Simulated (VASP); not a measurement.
LiBeF3: relaxation of cell and atoms with PBE

Crystal: LiBeF3.

```
CELL_PARAMETERS angstrom
2.77230 0.00000 0.00000
0.00000 2.61873 4.05023
0.00000 -2.61873 4.05023
ATOMIC_POSITIONS crystal
Li 0.50000 0.69313 0.69313
Be 0.00000 0.05486 0.05486
F 0.00000 0.90560 0.40147
F 0.00000 0.40147 0.90560
F 0.50000 0.94427 0.94427
```

```
Program                : VASP 6.6.1
Task                   : relaxation of cell and atoms
Functional             : PBE
Potentials or basis    : VASP PAW PBE potentials, release 64 (Li_sv, Be, F)
Cutoff                 : 600 eV
k mesh                 : 6 × 4 × 4
Occupations            : gaussian, width 0.1 eV
Spin                   : no spin polarisation
Dipole correction      : no
Further INCAR settings : ALGO = Normal; EDIFF = 1e-06; IBRION = 2; EDIFFG = -0.04; NSW = 90; ISIF = 3
```

The pressure after relaxing is -0.2 GPa, the largest force after relaxing is 0.032 eV/Å and the band gap on the k mesh is 7.54 eV, indirect (least direct gap 7.58 eV).

Forces on the atoms (eV/Å):
```
Li   0.000  0.000  0.015
Be   0.000  0.000 -0.015
F    0.000 -0.030  0.011
F    0.000  0.030  0.011
F    0.000  0.000 -0.023
```

Stress tensor (GPa, compression positive):
```
-0.36  0.00  0.00
 0.00 -0.28  0.00
 0.00  0.00 -0.09
```

Final structure:
```
CELL_PARAMETERS angstrom
2.77230 0.00000 0.00000
0.00000 2.61873 4.05023
0.00000 -2.61873 4.05023
ATOMIC_POSITIONS crystal
Li 0.50000 0.69313 0.69313
Be 0.00000 0.05486 0.05486
F 0.00000 0.90560 0.40147
F 0.00000 0.40147 0.90560
F 0.50000 0.94427 0.94427
```

Levels at points of the mesh, in eV from the valence-band top:
| k point | band 11 | band 12 | band 13 | band 14 | band 15 | band 16 |
| --- | --- | --- | --- | --- | --- | --- |
| (0.00, 0.00, 0.00) | -0.29 | -0.06 | -0.04 | 7.54 | 11.54 | 13.16 |
| (0.50, 0.00, 0.00) | -1.11 | -0.82 | -0.05 | 12.11 | 12.36 | 13.75 |
| (0.00, 0.50, 0.00) | -0.42 | -0.24 | -0.15 | 9.36 | 9.92 | 12.21 |
| (0.50, 0.50, 0.00) | -0.82 | -0.64 | -0.53 | 12.41 | 12.53 | 13.73 |
| (0.00, 0.50, 0.50) | -0.37 | -0.18 | -0.05 | 9.46 | 10.90 | 12.54 |
| (0.50, 0.50, 0.50) | -0.75 | -0.72 | 0.00 | 11.95 | 12.86 | 13.04 |

Run time: 20 s on 1 thread of AMD EPYC 9R14 (Zen 4), on a shared host, peak memory 0.16 GiB.

Caveat: the cutoff is under 1.25 times the usual one of these potentials, so pressure, stress and relaxed cells hold a basis-set (Pulay) error; the relaxation stopped at its first step, so nothing moved. A k mesh can miss the band edges.
